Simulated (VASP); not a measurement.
# Sb in VASP: a series of runs

Runs on Sb. Level: PBEsol. Tasks: single point.

All numbers are computed with VASP 6.6.1; they aren't measurements. Logs are shortened: lines on timing, memory, paths and dates and some standing lists are left out, and cuts for length are marked.

## Step 1: The cell of the first run

The structure is cubic, space group Pm-3m (No. 221). Conventional cell: a = 3.222 Å, b = 3.222 Å, c = 3.222 Å, α = 90.00°, β = 90.00°, γ = 90.00°. Within 4.2 Å of Sb (site symmetry m-3m) lie 6 Sb at 3.22 Å.

This isn't the form of Sb at room conditions, which is rhombohedral.

## Step 2: Single point, PBEsol (33.45 Å³/atom)

Input file INCAR:

```
PREC = Accurate
ENCUT = 520
EDIFF = 1E-6
ISMEAR = -1
SIGMA = 0.05
LREAL = False
LASPH = True
NELM = 80
ALGO = Normal
ISIF = 2
LWAVE = False
LCHARG = False
GGA = PS
NBANDS = 8
```

Input file KPOINTS:

```
regular mesh
0
Gamma
  13 13 13
```

Input file POSCAR:

```
Sb
1.0
    3.2219765188      0.0000000000      0.0000000000
    0.0000000000      3.2219765188      0.0000000000
    0.0000000000      0.0000000000      3.2219765188
Sb
1
Direct
    0.0000000000      0.0000000000      0.0000000000
```

Potentials or basis: VASP PAW PBE potentials, release 64 (Sb).

Run with:

```bash
> cat potpaw_PBE.64/Sb/POTCAR > POTCAR
> mpirun -np 1 vasp_std > vasp.out
```

OUTCAR:

```text
PREC = Accurate
   ENCUT = 520
   EDIFF = 1E-6
   ISMEAR = -1
   LREAL = False
   LASPH = True
   NELM = 80
   ISIF = 2
   GGA = PS

 ion  position               nearest neighbor table
   1  0.000  0.000  0.000-

  LATTYP: Found a simple cubic cell.
 ALAT       =     3.2219765188

  Lattice vectors:

 A1 = (   3.2219765188,   0.0000000000,   0.0000000000)
 A2 = (   0.0000000000,   3.2219765188,   0.0000000000)
 A3 = (   0.0000000000,   0.0000000000,   3.2219765188)

Analysis of symmetry for initial positions (statically):
=====================================================================
 Subroutine PRICEL returns:
 Original cell was already a primitive cell.

 Routine SETGRP: Setting up the symmetry group for a
 simple cubic supercell.

 Subroutine GETGRP returns: Found 48 space group operations
 (whereof 48 operations were pure point group operations)
 out of a pool of 48 trial point group operations.

The static configuration has the point symmetry O_h .

Analysis of symmetry for dynamics (positions and initial velocities):
=====================================================================
 Subroutine PRICEL returns:
 Original cell was already a primitive cell.

 Routine SETGRP: Setting up the symmetry group for a
 simple cubic supercell.

 Subroutine GETGRP returns: Found 48 space group operations
 (whereof 48 operations were pure point group operations)
 out of a pool of 48 trial point group operations.

The dynamic configuration has the point symmetry O_h .

 Subroutine INISYM returns: Found 48 space group operations
 (whereof 48 operations are pure point group operations),
 and found     1 'primitive' translations

----------------------------------------------------------------------------------------

                                     Primitive cell

  volume of cell :      33.4478

  direct lattice vectors                    reciprocal lattice vectors
     3.221976519  0.000000000  0.000000000     0.310368494  0.000000000  0.000000000
     0.000000000  3.221976519  0.000000000     0.000000000  0.310368494  0.000000000
     0.000000000  0.000000000  3.221976519     0.000000000  0.000000000  0.310368494

  length of vectors
     3.221976519  3.221976519  3.221976519     0.310368494  0.310368494  0.310368494

  position of ions in fractional coordinates (direct lattice)
     0.000000000  0.000000000  0.000000000

  ion indices of the primitive-cell ions
   primitive index   ion index
                 1           1

----------------------------------------------------------------------------------------

 KPOINTS: regular mesh

Automatic generation of k-mesh.
 Grid dimensions read from file:
 generate k-points for:   13   13   13

 Generating k-lattice:

  Cartesian coordinates                     Fractional coordinates (reciprocal lattice)
     0.023874500  0.000000000  0.000000000     0.076923077  0.000000000  0.000000000
     0.000000000  0.023874500  0.000000000     0.000000000  0.076923077  0.000000000
     0.000000000  0.000000000  0.023874500     0.000000000  0.000000000  0.076923077

  Length of vectors
     0.023874500  0.023874500  0.023874500

  Shift w.r.t. Gamma in fractional coordinates (k-lattice)
     0.000000000  0.000000000  0.000000000

 Subroutine IBZKPT returns following result:
 ===========================================

 Found     84 irreducible k-points:

 Following reciprocal coordinates:
            Coordinates               Weight
  0.000000  0.000000  0.000000      1.000000
  0.076923  0.000000  0.000000      6.000000
  0.153846  0.000000  0.000000      6.000000
  0.230769  0.000000  0.000000      6.000000
  0.307692  0.000000  0.000000      6.000000
  0.384615  0.000000  0.000000      6.000000
[... 16 lines left out ...]
  0.307692  0.307692  0.000000     12.000000
  0.384615  0.307692  0.000000     24.000000
 [... further k-points ...]
   k-points           NKPTS =     84   k-points in BZ     NKDIM =     84   number of bands    NBANDS=      8
   number of dos      NEDOS =    301   number of ions     NIONS =      1
   total plane-waves  NPLWV =  13824
   dimension x,y,z NGX =    24 NGY =   24 NGZ =   24
   dimension x,y,z NGXF=    48 NGYF=   48 NGZF=   48
   ions per type =               1
   NGX,Y,Z   is equivalent  to a cutoff of  12.38, 12.38, 12.38 a.u.
   NGXF,Y,Z  is equivalent  to a cutoff of  24.77, 24.77, 24.77 a.u.
 SYSTEM =  unknown system
   PREC   = accura    normal or accurate (medium, high low for compatibility)
   ISTART =      0    job   : 0-new  1-cont  2-samecut
   ICHARG =      2    charge: 1-file 2-atom 10-const
   ISPIN  =      1    spin polarized calculation?
   LNONCOLLINEAR =      F non collinear calculations
   LSORBIT =      F    spin-orbit coupling
   LASPH  =      T    aspherical Exc in radial PAW
   ENCUT  =  520.0 eV  38.22 Ry    6.18 a.u.   5.99  5.99  5.99*2*pi/ulx,y,z
   NELM   =     80;   NELMIN=  2; NELMDL= -5     # of ELM steps
   EDIFF  = 0.1E-05   stopping-criterion for ELM
   LREAL  =      F    real-space projection
   EDIFFG = 0.1E-04   stopping-criterion for IOM
   NSW    =      0    number of steps for IOM
   IBRION =     -1    ionic relax: 0-MD 1-quasi-New 2-CG
   NFREE  =      0    steps in history (QN), initial steepest desc. (CG)
   ISIF   =      2    stress and relaxation
   ISYM   =      2    0-nonsym 1-usesym 2-fastsym
   POTIM  = 0.5000    time-step for ionic-motion
   TEBEG  =    0.0;   TEEND  =   0.0 temperature during run
   PSTRESS=    0.0 pullay stress
   NELECT =       5.0000    total number of electrons
   NUPDOWN=      -1.0000    fix difference up-down
   EMIN   =  10.00;   EMAX   =-10.00  energy-range for DOS
   EFERMI =   0.00;   METHOD = LEGACY
   ISMEAR =    -1;   SIGMA  =   0.05  broadening in eV -4-tet -1-fermi 0-gaus
   EFERMI_NEDOS =   21; number of points for ismear=-14 and -15
   IALGO  =     38    algorithm
   IMIX   =      4    mixing-type and parameters
     AMIX     =   0.40;   BMIX     =  1.00
     AMIX_MAG =   1.60;   BMIX_MAG =  1.00
  volume/ion in A,a.u.               =      33.45       225.72
  Fermi-wavevector in a.u.,A,eV,Ry     =   0.868845  1.641880 10.270932  0.754892
  Thomas-Fermi vector in A             =   1.987582
   LORBIT       =      0    0 simple, 1 ext, 2 COOP (PROOUT), +10 PAW based schemes
   GGA     = PS    functional components
   LHFCALC =     F    Hartree Fock is set to
   AEXX    =    0.0000 exact exchange contribution
   IVDW    =     0    specifies the selected vdW correction
   LEPSILON=     F    determine dielectric tensor
   LRPA    =     F    only Hartree local field effects (RPA)
 non-spin polarized calculation
  energy-cutoff  :      520.00
  volume of cell :       33.45
 maximum number of plane-waves:       916
 NGX is ok and might be reduce to    24
   NGX = 11   NGY = 11   NGZ = 11

 number of electron       5.0000000 magnetization

 Free energy of the ion-electron system (eV)
  ---------------------------------------------------
  ext. energy  EPLUGINS =         0.00000000
  ---------------------------------------------------
  free energy    TOTEN  =        -4.43150037 eV

  energy without entropy =       -4.42841441  energy(sigma->0) =       -4.42995739

 E-fermi :   5.6582     XC(G=0):  -9.2802

 val. band max:        5.6108903018   @ k =   0.3846   0.3077   0.3077
 cond. band min:       5.6707954391   @ k =   0.3077   0.2308   0.1538
 fundamental gap:      0.0599051373
 Fermi energy:         5.6581567850

 k-point     1 :       0.0000    0.0000    0.0000
  band No.  band energies     occupation
      1      -5.9545      2.00000
      2       8.5941      0.00000
      3       8.5941      0.00000
      4       8.5941      0.00000
      5      12.4649      0.00000
      6      12.4649      0.00000
      7      13.0799      0.00000
      8      22.6866      0.00000

 k-point     2 :       0.0769    0.0000    0.0000
  band No.  band energies     occupation
      1      -5.8788      2.00000
      2       7.6679      0.00000
      3       8.6663      0.00000
      4       8.6663      0.00000
      5      12.5295      0.00000
      6      12.8596      0.00000
      7      13.8015      0.00000
      8      21.8810      0.00000

 k-point     3 :       0.1538    0.0000    0.0000
  band No.  band energies     occupation
      1      -5.6550      2.00000
      2       5.9962      0.00231
      3       8.8761      0.00000
      4       8.8761      0.00000
      5      12.7215      0.00000
      6      13.1359      0.00000
      7      15.7504      0.00000
      8      20.5888      0.00000

 k-point     4 :       0.2308    0.0000    0.0000
  band No.  band energies     occupation
      1      -5.2958      2.00000
      2       4.3116      2.00000
      3       9.2004      0.00000
      4       9.2004      0.00000
      5      13.0346      0.00000
      6      13.5085      0.00000
      7      17.8545      0.00000
      8      19.3146      0.00000

 k-point     5 :       0.3077    0.0000    0.0000
  band No.  band energies     occupation
      1      -4.8321      2.00000
      2       2.8032      2.00000
      3       9.5933      0.00000
      4       9.5933      0.00000
      5      13.4521      0.00000
      6      14.0239      0.00000
      7      18.1812      0.00000
      8      18.1812      0.00000
[... 177 lines left out ...]
 k-point    22 :       0.4615    0.2308    0.0000
  band No.  band energies     occupation
      1      -3.3107      2.00000
      2       1.5002      2.00000
      3       6.1348      0.00014
      4      10.8256      0.00000
      5      11.3253      0.00000
      6      15.5955      0.00000
      7      17.2783      0.00000
      8      17.3389      0.00000

 k-point    23 :       0.3077    0.3077    0.0000
  band No.  band energies     occupation
      1      -3.7014      2.00000
      2       3.7461      2.00000
      3       3.9933      2.00000
      4      10.5923      0.00000
      5      11.6245      0.00000
      6      14.9373      0.00000
      7      18.9119      0.00000
      8      19.2268      0.00000

 k-point    24 :       0.3846    0.3077    0.0000
  band No.  band energies     occupation
      1      -3.2002      2.00000
      2       2.6457      2.00000
      3       4.3176      2.00000
      4      10.5769      0.00000
      5      10.9699      0.00000
      6      15.5066      0.00000
      7      18.2039      0.00000
      8      18.5860      0.00000

 [... further k-points ...]

------------------------ aborting loop because EDIFF is reached ----------------------------------------

  FORCE on cell =-STRESS in cart. coord.  units (eV):
  Direction    XX          YY          ZZ          XY          YZ          ZX
  --------------------------------------------------------------------------------------
  -------------------------------------------------------------------------------------
  Total       -1.4357013     -1.4357013     -1.4357013      0.0000000      0.0000000      0.0000000
  in kB      -68.7713541    -68.7713541    -68.7713541      0.0000000      0.0000000      0.0000000
  external PRESSURE =     -68.7713541 kB  Pullay stress =       0.0000000 kB

 VOLUME and BASIS-vectors are now :
 -----------------------------------------------------------------------------
  energy-cutoff  :      520.00
  volume of cell :       33.45
      direct lattice vectors                 reciprocal lattice vectors
     3.221976519  0.000000000  0.000000000     0.310368494  0.000000000  0.000000000
     0.000000000  3.221976519  0.000000000     0.000000000  0.310368494  0.000000000
     0.000000000  0.000000000  3.221976519     0.000000000  0.000000000  0.310368494

 POSITION                                       TOTAL-FORCE (eV/Angst)
 -----------------------------------------------------------------------------------
      0.00000      0.00000      0.00000         0.000000      0.000000      0.000000
 -----------------------------------------------------------------------------------
    total drift:                                0.000000      0.000000      0.000000

  FREE ENERGIE OF THE ION-ELECTRON SYSTEM (eV)
  ---------------------------------------------------
  free  energy   TOTEN  =        -4.4315003672 eV

  energy  without entropy=       -4.4284144068  energy(sigma->0) =       -4.42995739
```

Run time: 3.7 s. Hardware: 1 thread of Intel Xeon 6975P-C (Granite Rapids), shared host; peak memory 0.14 GiB.

Results:

```yaml
Free_energy: -4.4315 eV
Pressure: -6.9 GPa
Band_gap_on_the_k_mesh: zero (an odd number of electrons rules out a gap without spin polarisation)
```

Caveat: the cell stands under tension; the PAW data sets were made with another functional, which shifts forces and pressure a little; spin-orbit coupling is left out, which moves the levels of the heavy elements.

## Step 3: Single point, PBEsol (equal xx and yy strain of +2 %)

Input file INCAR:

```
SYSTEM = Sb
  ALGO = Normal
  EDIFF = 1E-6
  ENCUT = 520
  GGA = PS
  ISIF = 2
  ISMEAR = -1
  LASPH = .True.
  LCHARG = .False.
  LREAL = .False.
  LWAVE = .False.
  NBANDS = 8
  NELM = 60
  PREC = Accurate
  SIGMA = 0.05
```

Input file KPOINTS:

```
k-points
0
Gamma
  13 13 13
  0 0 0
```

Input file POSCAR:

```
Sb
1.0
    3.2232000000      0.0000000000      0.0000000000
    0.0000000000      3.2232000000      0.0000000000
    0.0000000000      0.0000000000      3.1600000000
Sb
1
Direct
    0.0000000000      0.0000000000      0.0000000000
```

Potentials or basis: VASP PAW PBE potentials, release 64 (Sb).

Run with:

```bash
> cat potpaw_PBE.64/Sb/POTCAR > POTCAR
> mpirun -np 1 vasp_std > vasp.out
```

Run time: 25 s. Hardware: 1 thread of Intel Xeon 8259CL, shared host; peak memory 0.18 GiB.

The run converged. Its results:

- Free energy: -4.4538 eV
- Pressure: -6.3 GPa
- Band gap on the k mesh: zero (an odd number of electrons rules out a gap without spin polarisation)

Stress tensor (GPa, compression positive):
```
-7.04  0.00  0.00
 0.00 -7.04  0.00
 0.00  0.00 -4.70
```

Levels at points of the mesh, in eV from the Fermi level:
```csv
k point,band 1,band 2,band 3,band 4,band 5,band 6,band 7
"(0.00, 0.00, 0.00)",-11.74,2.81,2.81,3.33,6.71,6.85,7.63
```

Caveat: the cell differs from its parent crystal (equal xx and yy strain of +2 %); the cell stands under tension; the PAW data sets were made with another functional, which shifts forces and pressure a little; spin-orbit coupling is left out, which moves the levels of the heavy elements.
